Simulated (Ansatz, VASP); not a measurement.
ZnO in VASP and in Ansatz

INCAR

```
PREC = Accurate
ENCUT = 520
EDIFF = 1E-6
ISMEAR = 0
SIGMA = 0.05
LREAL = False
LASPH = True
NELM = 80
ALGO = Normal
ISIF = 2
LWAVE = False
LCHARG = False
GGA = PE
IVDW = 12
NBANDS = 26
```

Contents of KPOINTS:

```
regular mesh
0
Gamma
  9 9 4
```

File POSCAR:

```
ZnO
1.0
    3.2879671587      0.0000000000      0.0000000000
   -1.6439835793      2.8474630862      0.0000000000
    0.0000000000      0.0000000000      6.9165281095
Zn O
2 2
Direct
    0.0000000000      0.0000000000      0.7500000000
    0.0000000000      0.0000000000      0.2500000000
    0.3333333333      0.6666666667      0.2500000000
    0.6666666667      0.3333333333      0.7500000000
```

Input for Ansatz:

```yaml
crystal:
  lattice:
    - [3.2879671587, 0.0, 0.0]
    - [-1.6439835793, 2.8474630862, 0.0]
    - [0.0, 0.0, 6.9165281095]
  atoms:
    - { symbol: Zn, position: [0.0, 0.0, 0.75] }
    - { symbol: Zn, position: [0.0, 0.0, 0.25] }
    - { symbol: O, position: [0.3333333333, 0.6666666667, 0.25] }
    - { symbol: O, position: [0.6666666667, 0.3333333333, 0.75] }
basis:
  ecutwfc: 420
kpoints:
  mp_grid: { grid: [9, 9, 4] }
hamiltonian:
  xc: pbe
  dispersion: d3bj
scf:
  occupations: { method: gaussian, width: 0.05 }
output:
  forces: true
  stress: true
  eigenvalues: true
```

Change from the starting cell: strain +0.000 along x and y, -0.030 along z, atoms carried along.

Alike in both runs: task single point; functional PBE; dispersion D3(BJ); k mesh 9 × 9 × 4; occupations gaussian, width 0.05 eV; no spin polarisation.

```csv
,VASP,Ansatz
version,VASP 6.6.1,Ansatz 0.2.0
potentials or method,"VASP PAW PBE potentials, release 64 (Zn, O), cutoff 520 eV","scalar-relativistic, plane waves, PAW"
valence electrons in the cell,36,36
```

```csv
,VASP,Ansatz,Ansatz less VASP
gap on the k mesh at the Fermi level (eV),0.79,0.79,-0.001
least direct gap on the mesh (eV),0.79,0.79,-0.001
pressure (GPa),-1.6,-2.4,-0.81
"traceless stress, the component that is largest in VASP (GPa)",0.04,0.91,+0.867
```
